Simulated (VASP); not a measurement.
# SiNi2 (P6_3mc) in VASP: further runs

Runs on SiNi2. Level: PBEsol. Tasks: single point.

All numbers are computed with VASP 6.6.1; they aren't measurements. Logs are shortened: lines on timing, memory, paths and dates and some standing lists are left out, and cuts for length are marked.

**1. The cell of the first run**

Symmetry: P6_3mc, No. 186, hexagonal system. Conventional cell: a = 3.868 Å, b = 3.868 Å, c = 4.917 Å, α = 90.00°, β = 90.00°, γ = 120.00°. Within 3.0 Å of Si (site symmetry 3m) lie 11 Ni at 2.23 to 2.57 Å. Ni (site symmetry 3m) has 8 Ni at 2.46 to 2.55 Å and 6 Si at 2.53 to 2.57 Å within 3.2 Å. Ni (site symmetry 3m) has 5 Si at 2.23 to 2.50 Å and 6 Ni at 2.55 Å within 3.0 Å.

**2. Single point, PBEsol**

The input, INCAR:

```
SYSTEM = SiNi2
PREC = Accurate ; ENCUT = 520
EDIFF = 1E-6 ; ISMEAR = 0
SIGMA = 0.15 ; LREAL = .FALSE.
LASPH = .TRUE. ; NELM = 80
ALGO = Fast ; ISIF = 2
LWAVE = .FALSE. ; LCHARG = .FALSE.
GGA = PS ; NBANDS = 33
```

The input, KPOINTS:

```
regular mesh
0
G
  12 12 10
  0 0 0
```

The input, POSCAR:

```
SiNi2
1.0
    3.8684636537      0.0000000000      0.0000000000
   -1.9342318269      3.3501877977      0.0000000000
    0.0000000000      0.0000000000      4.9169852589
Si Ni
2 4
Direct
    0.3333333333      0.6666666667      0.7500000000
    0.6666666667      0.3333333333      0.2500000000
    0.0000000000      0.0000000000     -0.0076266245
    0.0000000000      0.0000000000      0.4923733755
    0.3333333333      0.6666666667      0.2423733755
    0.6666666667      0.3333333333      0.7423733755
```

Potentials or basis: VASP PAW PBE potentials, release 64 (Si, Ni).

Command:

```bash
cat potpaw_PBE.64/Si/POTCAR potpaw_PBE.64/Ni/POTCAR > POTCAR
mpirun -np 1 vasp_std > vasp.out
```

OUTCAR:

```text
SYSTEM = SiNi2
   PREC = Accurate
   ENCUT = 520
   EDIFF = 1E-6
   ISMEAR = 0
   LREAL = .FALSE.
   LASPH = .TRUE.
   NELM = 80
   ISIF = 2
   GGA = PS

 ion  position               nearest neighbor table
   1  0.333  0.667  0.750-   6 2.23   6 2.23   6 2.23   5 2.42   5 2.50   3 2.53   3 2.53   3 2.53
                             4 2.57   4 2.57   4 2.57
   2  0.667  0.333  0.250-   5 2.23   5 2.23   5 2.23   6 2.42   6 2.50   4 2.53   4 2.53   4 2.53
                             3 2.57   3 2.57   3 2.57
   3  0.000  0.000  0.992-   4 2.46   4 2.46   1 2.53   1 2.53   1 2.53   5 2.55   6 2.55   6 2.55
                             5 2.55   5 2.55   6 2.55   2 2.57   2 2.57   2 2.57
   4  0.000  0.000  0.492-   3 2.46   3 2.46   2 2.53   2 2.53   2 2.53   5 2.55   6 2.55   6 2.55
                             5 2.55   6 2.55   5 2.55   1 2.57   1 2.57   1 2.57
   5  0.333  0.667  0.242-   2 2.23   2 2.23   2 2.23   1 2.42   1 2.50   4 2.55   3 2.55   4 2.55
                             3 2.55   4 2.55   3 2.55
   6  0.667  0.333  0.742-   1 2.23   1 2.23   1 2.23   2 2.42   2 2.50   4 2.55   3 2.55   3 2.55
                             4 2.55   3 2.55   4 2.55

  LATTYP: Found a hexagonal cell.
 ALAT       =     3.8684636537
 C/A-ratio  =     1.2710434165

  Lattice vectors:

 A1 = (   3.8684636537,   0.0000000000,   0.0000000000)
 A2 = (  -1.9342318269,   3.3501877977,   0.0000000000)
 A3 = (   0.0000000000,   0.0000000000,   4.9169852589)

Analysis of symmetry for initial positions (statically):
=====================================================================
 Subroutine PRICEL returns:
 Original cell was already a primitive cell.

 Routine SETGRP: Setting up the symmetry group for a
 hexagonal supercell.

 Subroutine GETGRP returns: Found 12 space group operations
 (whereof  6 operations were pure point group operations)
 out of a pool of 24 trial point group operations.

The static configuration has the point symmetry C_3v.
 The point group associated with its full space group is C_6v.

Analysis of symmetry for dynamics (positions and initial velocities):
=====================================================================
 Subroutine PRICEL returns:
 Original cell was already a primitive cell.

 Routine SETGRP: Setting up the symmetry group for a
 hexagonal supercell.

 Subroutine GETGRP returns: Found 12 space group operations
 (whereof  6 operations were pure point group operations)
 out of a pool of 24 trial point group operations.

The dynamic configuration has the point symmetry C_3v.
 The point group associated with its full space group is C_6v.

 Subroutine INISYM returns: Found 12 space group operations
 (whereof  6 operations are pure point group operations),
 and found     1 'primitive' translations

----------------------------------------------------------------------------------------

                                     Primitive cell

  volume of cell :      63.7245

  direct lattice vectors                    reciprocal lattice vectors
     3.868463654  0.000000000  0.000000000     0.258500555  0.149245365  0.000000000
    -1.934231827  3.350187798  0.000000000     0.000000000  0.298490730  0.000000000
     0.000000000  0.000000000  4.916985259     0.000000000  0.000000000  0.203376652

  length of vectors
     3.868463654  3.868463654  4.916985259     0.298490730  0.298490730  0.203376652

  position of ions in fractional coordinates (direct lattice)
     0.333333333  0.666666667  0.750000000
     0.666666667  0.333333333  0.250000000
     0.000000000  0.000000000  0.992373376
     0.000000000  0.000000000  0.492373376
     0.333333333  0.666666667  0.242373376
     0.666666667  0.333333333  0.742373376

  ion indices of the primitive-cell ions
   primitive index   ion index
                 1           1
                 2           2
                 3           3
                 4           4
                 5           5
                 6           6

----------------------------------------------------------------------------------------

 KPOINTS: regular mesh

Automatic generation of k-mesh.
 Grid dimensions read from file:
 generate k-points for:   12   12   10

 Generating k-lattice:

  Cartesian coordinates                     Fractional coordinates (reciprocal lattice)
     0.021541713  0.012437114  0.000000000     0.083333333  0.000000000  0.000000000
     0.000000000  0.024874227  0.000000000     0.000000000  0.083333333  0.000000000
     0.000000000  0.000000000  0.020337665     0.000000000  0.000000000  0.100000000

  Length of vectors
     0.024874227  0.024874227  0.020337665

  Shift w.r.t. Gamma in fractional coordinates (k-lattice)
     0.000000000  0.000000000  0.000000000

 Subroutine IBZKPT returns following result:
 ===========================================

 Found    114 irreducible k-points:

 Following reciprocal coordinates:
            Coordinates               Weight
  0.000000  0.000000  0.000000      1.000000
  0.083333 -0.000000  0.000000      6.000000
  0.166667  0.000000  0.000000      6.000000
  0.250000  0.000000  0.000000      6.000000
  0.333333  0.000000  0.000000      6.000000
  0.416667 -0.000000  0.000000      6.000000
[... 16 lines left out ...]
  0.250000  0.000000  0.100000     12.000000
  0.333333  0.000000  0.100000     12.000000
 [... further k-points ...]
   k-points           NKPTS =    114   k-points in BZ     NKDIM =    114   number of bands    NBANDS=     33
   number of dos      NEDOS =    301   number of ions     NIONS =      6
   total plane-waves  NPLWV =  36000
   dimension x,y,z NGX =    30 NGY =   30 NGZ =   40
   dimension x,y,z NGXF=    60 NGYF=   60 NGZF=   80
   ions per type =               2   4
   NGX,Y,Z   is equivalent  to a cutoff of  12.89, 12.89, 13.52 a.u.
   NGXF,Y,Z  is equivalent  to a cutoff of  25.78, 25.78, 27.05 a.u.
 SYSTEM =  SiNi2
   PREC   = accura    normal or accurate (medium, high low for compatibility)
   ISTART =      0    job   : 0-new  1-cont  2-samecut
   ICHARG =      2    charge: 1-file 2-atom 10-const
   ISPIN  =      1    spin polarized calculation?
   LNONCOLLINEAR =      F non collinear calculations
   LSORBIT =      F    spin-orbit coupling
   LASPH  =      T    aspherical Exc in radial PAW
   ENCUT  =  520.0 eV  38.22 Ry    6.18 a.u.   7.19  7.19  9.14*2*pi/ulx,y,z
   NELM   =     80;   NELMIN=  2; NELMDL= -5     # of ELM steps
   EDIFF  = 0.1E-05   stopping-criterion for ELM
   LREAL  =      F    real-space projection
   EDIFFG = 0.1E-04   stopping-criterion for IOM
   NSW    =      0    number of steps for IOM
   IBRION =     -1    ionic relax: 0-MD 1-quasi-New 2-CG
   NFREE  =      0    steps in history (QN), initial steepest desc. (CG)
   ISIF   =      2    stress and relaxation
   ISYM   =      2    0-nonsym 1-usesym 2-fastsym
   POTIM  = 0.5000    time-step for ionic-motion
   TEBEG  =    0.0;   TEEND  =   0.0 temperature during run
   PSTRESS=    0.0 pullay stress
   NELECT =      48.0000    total number of electrons
   NUPDOWN=      -1.0000    fix difference up-down
   EMIN   =  10.00;   EMAX   =-10.00  energy-range for DOS
   EFERMI =   0.00;   METHOD = LEGACY
   ISMEAR =     0;   SIGMA  =   0.15  broadening in eV -4-tet -1-fermi 0-gaus
   EFERMI_NEDOS =   21; number of points for ismear=-14 and -15
   IALGO  =     68    algorithm
   IMIX   =      4    mixing-type and parameters
     AMIX     =   0.40;   BMIX     =  1.00
     AMIX_MAG =   1.60;   BMIX_MAG =  1.00
  volume/ion in A,a.u.               =      10.62        71.67
  Fermi-wavevector in a.u.,A,eV,Ry     =   1.489543  2.814828 30.187769  2.218738
  Thomas-Fermi vector in A             =   2.602438
   LORBIT       =      0    0 simple, 1 ext, 2 COOP (PROOUT), +10 PAW based schemes
   GGA     = PS    functional components
   LHFCALC =     F    Hartree Fock is set to
   AEXX    =    0.0000 exact exchange contribution
   IVDW    =     0    specifies the selected vdW correction
   LEPSILON=     F    determine dielectric tensor
   LRPA    =     F    only Hartree local field effects (RPA)
 non-spin polarized calculation
 RMM-DIIS sequential band-by-band and
 Gauss-broadening in eV      SIGMA  =   0.15
  energy-cutoff  :      520.00
  volume of cell :       63.72
 maximum number of plane-waves:      1737
 NGX is ok and might be reduce to    30
   NGX = 15   NGY = 15   NGZ = 19

 number of electron      48.0000013 magnetization

 Free energy of the ion-electron system (eV)
  ---------------------------------------------------
  ext. energy  EPLUGINS =         0.00000000
  ---------------------------------------------------
  free energy    TOTEN  =       -39.56730670 eV

  energy without entropy =      -39.52790875  energy(sigma->0) =      -39.54760773

 E-fermi :  11.4042     XC(G=0): -13.2174

 val. band max:       11.3963877734   @ k =   0.1667   0.1667   0.1000
 cond. band min:      11.4046129806   @ k =   0.1667   0.0833   0.2000
 fundamental gap:      0.0082252071
 Fermi energy:        11.4042421699

 k-point     1 :       0.0000    0.0000    0.0000
  band No.  band energies     occupation
      1      -1.3970      2.00000
      2       3.1193      2.00000
      3       4.8110      2.00000
      4       6.1974      2.00000
      5       6.1974      2.00000
      6       7.3609      2.00000
[... 25 lines left out ...]
     32      17.0863      0.00000
     33      19.7691      0.00000

 k-point     2 :       0.0833   -0.0000    0.0000
  band No.  band energies     occupation
      1      -1.3059      2.00000
      2       3.1351      2.00000
      3       4.8744      2.00000
      4       6.1849      2.00000
      5       6.2448      2.00000
      6       7.0417      2.00000
[... 25 lines left out ...]
     32      17.6123      0.00000
     33      19.2251      0.00000
[... 754 lines left out ...]
     32      18.1276      0.00000
     33      19.0980      0.00000

 k-point    24 :       0.3333    0.0000    0.1000
  band No.  band energies     occupation
      1       0.0546      2.00000
      2       2.8942      2.00000
      3       4.8268      2.00000
      4       5.7032      2.00000
      5       6.7014      2.00000
      6       6.9070      2.00000
[... 25 lines left out ...]
     32      18.4955      0.00000
     33      19.7970      0.00000

 [... further k-points ...]
[... 5 lines left out ...]
  --------------------------------------------------------------------------------------
  -------------------------------------------------------------------------------------
  Total        0.1643176      0.1643176      0.1482261     -0.0000000      0.0000000      0.0000000
  in kB        4.1313117      4.1313117      3.7267354     -0.0000000      0.0000000      0.0000000
  external PRESSURE =       3.9964529 kB  Pullay stress =       0.0000000 kB

 VOLUME and BASIS-vectors are now :
 -----------------------------------------------------------------------------
  energy-cutoff  :      520.00
  volume of cell :       63.72
      direct lattice vectors                 reciprocal lattice vectors
     3.868463654  0.000000000  0.000000000     0.258500555  0.149245365  0.000000000
    -1.934231827  3.350187798  0.000000000     0.000000000  0.298490730  0.000000000
     0.000000000  0.000000000  4.916985259     0.000000000  0.000000000  0.203376652

 POSITION                                       TOTAL-FORCE (eV/Angst)
 -----------------------------------------------------------------------------------
     -0.00000      2.23346      3.68774         0.000000     -0.000000     -0.103079
      1.93423      1.11673      1.22925        -0.000000     -0.000000     -0.103079
      0.00000      0.00000      4.87949        -0.000000      0.000000      0.053269
      0.00000      0.00000      2.42099        -0.000000      0.000000      0.053269
     -0.00000      2.23346      1.19175         0.000000     -0.000000      0.049809
      1.93423      1.11673      3.65024        -0.000000      0.000000      0.049809
 -----------------------------------------------------------------------------------
    total drift:                               -0.000000     -0.000000      0.000773

  FREE ENERGIE OF THE ION-ELECTRON SYSTEM (eV)
  ---------------------------------------------------
  free  energy   TOTEN  =       -39.5673067008 eV

  energy  without entropy=      -39.5279087502  energy(sigma->0) =      -39.54760773
```

It used 860 s of CPU time on 1 thread of AMD EPYC 7R13 Processor (Zen 3), with other jobs on the host.

What came out:

```
Free energy            : -39.5673 eV
Pressure               : 0.4 GPa
Largest force          : 0.103 eV/Å
Band gap on the k mesh : zero (band 24 reaches 14.17 eV, above the bottom of band 25 at 10.80 eV)
```

Forces in eV/Å, atoms in the order of the input:
```
Si   0.000  0.000 -0.103
Si   0.000  0.000 -0.103
Ni   0.000  0.000  0.053
Ni   0.000  0.000  0.053
Ni   0.000  0.000  0.050
Ni   0.000  0.000  0.050
```

Caveat: the cell differs from its parent crystal (all Ni atoms moved +0.037 Å, as atom 3 towards its neighbour atom 4 (Ni) at 2.458 Å); the PAW data sets were made with another functional, which shifts forces and pressure a little. Spin polarisation is off, so any magnetic state and its effect on volume and gap are missing.

**3. Single point, PBEsol**

The input, INCAR:

```
SYSTEM = SiNi2
PREC = Accurate
ENCUT = 520
EDIFF = 1E-6
ISMEAR = 0
SIGMA = 0.15
LREAL = .FALSE.
LASPH = .TRUE.
NELM = 100
ALGO = Fast
ISIF = 2
LWAVE = .FALSE.
LCHARG = .FALSE.
GGA = PS
NBANDS = 33
```

KPOINTS is that of step 2.

The input, POSCAR:

```
SiNi2
1.0
    3.8684636537      0.0000000000      0.0000000000
   -1.9342318269      3.3501877977      0.0000000000
    0.0000000000      0.0000000000      4.9169852589
Si Ni
2 4
Direct
    0.3333333333      0.6666666667      0.7500000000
    0.6666666667      0.3333333333      0.2500000000
    0.0000000000      0.0000000000     -0.0025422082
    0.0000000000      0.0000000000      0.4974577918
    0.3333333333      0.6666666667      0.2474577918
    0.6666666667      0.3333333333      0.7474577918
```

Potentials or basis: VASP PAW PBE potentials, release 64 (Si, Ni).

Command:

```bash
cat potpaw_PBE.64/Si/POTCAR potpaw_PBE.64/Ni/POTCAR > POTCAR
mpirun -np 1 vasp_std > vasp.out
```

It took 9.8 min on 1 thread of AMD EPYC 7R13 (Zen 3), shared host; peak memory 0.28 GiB.

Results (log left out):

```yaml
Free_energy: -39.5707 eV
Pressure: 0.3 GPa
Largest_force: 0.034 eV/Å
Band_gap_on_the_k_mesh: zero (band 24 reaches 14.17 eV, above the bottom of band 25 at 10.80 eV)
```

Forces in eV/Å, atoms in the order of the input:
```
Si   0.000  0.000 -0.034
Si   0.000  0.000 -0.034
Ni   0.000  0.000  0.018
Ni   0.000  0.000  0.018
Ni   0.000  0.000  0.016
Ni   0.000  0.000  0.016
```

Stress tensor (GPa, compression positive):
```
0.41 0.00 0.00
0.00 0.41 0.00
0.00 0.00 0.19
```

Levels at points of the mesh, in eV from the Fermi level:
| k point | band 20 | band 21 | band 22 | band 23 | band 24 | band 25 | band 26 | band 27 | band 28 | band 29 |
| --- | --- | --- | --- | --- | --- | --- | --- | --- | --- | --- |
| (0.00, 0.00, 0.00) | -1.30 | -0.65 | -0.65 | 0.13 | 2.75 | 2.75 | 2.75 | 2.88 | 2.88 | 3.31 |
| (0.50, 0.00, 0.00) | -1.53 | -1.37 | -1.25 | -1.04 | -0.71 | -0.57 | 1.21 | 1.86 | 3.01 | 3.77 |
| (0.00, 0.00, 0.50) | -1.28 | -1.28 | -1.28 | 2.23 | 2.23 | 3.33 | 3.33 | 3.33 | 3.33 | 4.24 |
| (0.50, 0.00, 0.50) | -1.74 | -1.30 | -1.30 | -0.94 | -0.94 | 0.97 | 0.97 | 2.95 | 2.95 | 5.79 |

Caveat: the cell differs from its parent crystal (all Ni atoms moved +0.013 Å, as atom 3 towards its neighbour atom 4 (Ni) at 2.458 Å); the PAW data sets were made with another functional, which shifts forces and pressure a little.
